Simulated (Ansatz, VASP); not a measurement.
**One calculation of Pt, two programs**

```
CELL_PARAMETERS angstrom
2.86328 0.00000 0.00000
-1.43164 2.47967 0.00000
0.00000 0.00000 9.56052
ATOMIC_POSITIONS crystal
Pt 0.00000 0.00000 0.00000
Pt 0.00000 0.00000 0.50000
Pt 0.33333 0.66667 0.25000
Pt 0.66667 0.33333 0.75000
```

Alike in both runs: task single point; functional PBE; k mesh 15 × 15 × 4; occupations fermi-dirac, width 0.1 eV; no spin polarisation.

|  | VASP | Ansatz |
| --- | --- | --- |
| version | VASP 6.6.1 | Ansatz 0.2.0 |
| potentials or method | VASP PAW PBE potentials, release 64 (Pt), cutoff 520 eV | plane waves (420 eV) with PAW, scalar-relativistic |
| valence electrons in the cell | 40 | 72 |

VASP gave:

- pressure (GPa): -15.5
- traceless stress, the component that is largest in VASP (GPa): 0.56

Problem. What did Ansatz give for the same quantities?

Solution. Pressure (GPa): -15.2; traceless stress, the component that is largest in VASP (GPa): 0.60.

VASP's potentials hold 40 valence electrons a cell and Ansatz's 72, so a difference there can come from the potentials and not from the codes.

Spin-orbit coupling is off throughout.
